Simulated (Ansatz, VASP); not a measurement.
Two plane-wave programs on AlAu2

```
CELL_PARAMETERS angstrom
-1.63580 1.63580 4.44415
1.63580 -1.63580 4.44415
1.63580 1.63580 -4.44415
ATOMIC_POSITIONS crystal
Al 0.00000 0.00000 0.00000
Au 0.65704 0.65704 0.00000
Au 0.34296 0.34296 0.00000
```

Alike in both runs: task single point; functional LDA; k mesh 16 × 16 × 16; occupations gaussian, width 0.15 eV; no spin polarisation.

|  | VASP | Ansatz |
| --- | --- | --- |
| version | VASP 6.6.1 | Ansatz 0.2.0 |
| potentials or method | VASP PAW LDA potentials, release 64 (Al, Au), cutoff 520 eV | scalar-relativistic, plane waves, PAW |
| valence electrons in the cell | 25 | 41 |

|  | VASP | Ansatz | Ansatz less VASP |
| --- | --- | --- | --- |
| gap on the k mesh at the Fermi level (eV) | none | none | - |
| pressure (GPa) | -1.2 | -1.5 | -0.35 |
| traceless stress, the component that is largest in VASP (GPa) | -2.36 | -2.46 | -0.098 |
| rms of the force components (eV/Å) | 0.136 | 0.142 | +0.0064 |

LDA's correlation is that of Perdew and Zunger in VASP and of Perdew and Wang (1992) in Ansatz. Atom by atom the forces differ by 0.006 eV/Å (rms over components). A gap of «none» marks a metal or a gap that the smearing closes. VASP's potentials hold 25 valence electrons a cell and Ansatz's 41, so a difference there can come from the potentials and not from the codes.

Neither program's run includes spin-orbit coupling.
